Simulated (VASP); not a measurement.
Write the native input for VASP 6.6.1 that does the following.

- Task: single point
- Functional: PBE
- Potentials or basis: VASP PAW PBE potentials, release 64 (Ga_d, N)
- Cutoff: 520 eV
- k mesh: 6 × 6 × 6
- Occupations: gaussian, width 0.01 eV
- Spin: no spin polarisation
- Dipole correction: no
- Further INCAR settings: ALGO = Normal; EDIFF = 1e-06; NBANDS = 16

The structure of GaN lies in POSCAR:

```
GaN
1.0
    0.0000000000      2.1085153689      2.1085153689
    2.1085153689      0.0000000000      2.1085153689
    2.1085153689      2.1085153689      0.0000000000
Ga N
1 1
Direct
    0.5000000000      0.5000000000      0.5000000000
    0.0000000000      0.0000000000      0.0000000000
```

The input as run:

INCAR

```
PREC     = Accurate       # precision mode
ENCUT    = 520            # plane-wave cutoff, eV
EDIFF    = 1E-6           # SCF threshold, eV
ISMEAR   = 0              # smearing method
SIGMA    = 0.01           # smearing width, eV
LREAL    = False          # projectors in reciprocal space
LASPH    = True           # aspherical terms in the spheres
NELM     = 60             # most SCF steps
ALGO     = Normal         # electronic algorithm
ISIF     = 2              # what is computed and relaxed
LWAVE    = False          # write WAVECAR
LCHARG   = True           # write CHGCAR
GGA      = PE             # functional
LELF     = True           # ELF
LVHAR    = True         
NBANDS   = 16             # bands
```

KPOINTS

```
regular mesh
0
Gamma
  6 6 6
```

Potentials or basis: VASP PAW PBE potentials, release 64 (Ga_d, N).

Launch:

```bash
$ cat potpaw_PBE.64/Ga_d/POTCAR potpaw_PBE.64/N/POTCAR > POTCAR
$ mpirun -np 1 vasp_std > vasp.out
```

Results of the run:

```yaml
Pressure: 8.9 GPa
Band_gap_on_the_k_mesh: 0.62 eV, indirect (least direct gap 2.83 eV)
```

Caveat: the k points lie up to 0.43 Å⁻¹ apart.

It took 4.6 s on 1 thread of AMD EPYC 9R45 96-Core Processor (Zen 5), on a shared host, peak memory 0.1 GiB.
